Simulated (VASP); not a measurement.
Wanted: the native input for a VASP 6.6.1 run.

```yaml
Task: single point
Functional: PBEsol
Dispersion: D3(BJ)
Potentials_or_basis: VASP PAW PBE potentials, release 64 (W_sv, S)
Cutoff: 520 eV
k_mesh: 12 × 12 × 4
Occupations: gaussian, width 0.02 eV
Spin: no spin polarisation
Dipole_correction: no
Further_INCAR_settings: ALGO = Normal; EDIFF = 1e-06; NBANDS = 35
```

The structure of WS2 lies in POSCAR:

```
WS2
1.0
    3.0739142702      0.0000000000      0.0000000000
   -1.5369571351      2.6620878471      0.0000000000
    0.0000000000      0.0000000000     11.3653740670
W S
2 4
Direct
    0.3333333333      0.6666666667      0.7500016485
    0.6666666667      0.3333333333      0.2499983515
    0.3333333333      0.6666666667      0.1112446113
    0.6666666667      0.3333333333      0.6112476748
    0.3333333333      0.6666666667      0.3887523252
    0.6666666667      0.3333333333      0.8887553887
```

One way to write it, as run:

INCAR

```
  PREC = Accurate
  ENCUT = 520
  EDIFF = 1E-6
  ISMEAR = 0
  SIGMA = 0.02
  LREAL = F
  LASPH = T
  NELM = 60
  ALGO = Normal
  ISIF = 2
  LWAVE = F
  LCHARG = T
  GGA = PS
  IVDW = 12
  LELF = T
  LVHAR = T
  NBANDS = 35
```

KPOINTS

```
regular mesh
0
Gamma
  12 12 4
```

Potentials or basis: VASP PAW PBE potentials, release 64 (W_sv, S).

Run with:

```sh
$ cat potpaw_PBE.64/W_sv/POTCAR potpaw_PBE.64/S/POTCAR > POTCAR
$ mpirun -np 1 vasp_std > vasp.out
```

It gave:

```yaml
Pressure: 5.9 GPa
Largest_force: 0.020 eV/Å
Band_gap_on_the_k_mesh: 0.41 eV (least direct gap 1.77 eV)
Dispersion_energy_per_atom: -0.444 eV
```

Caveat: the cell stands under pressure; the PAW data sets were made with another functional, which shifts forces and pressure a little; spin-orbit coupling is left out, which moves the levels of the heavy elements.

Wall time 6.7 min on 1 thread of Intel Xeon 8259CL (shared host), peak memory 0.32 GiB.
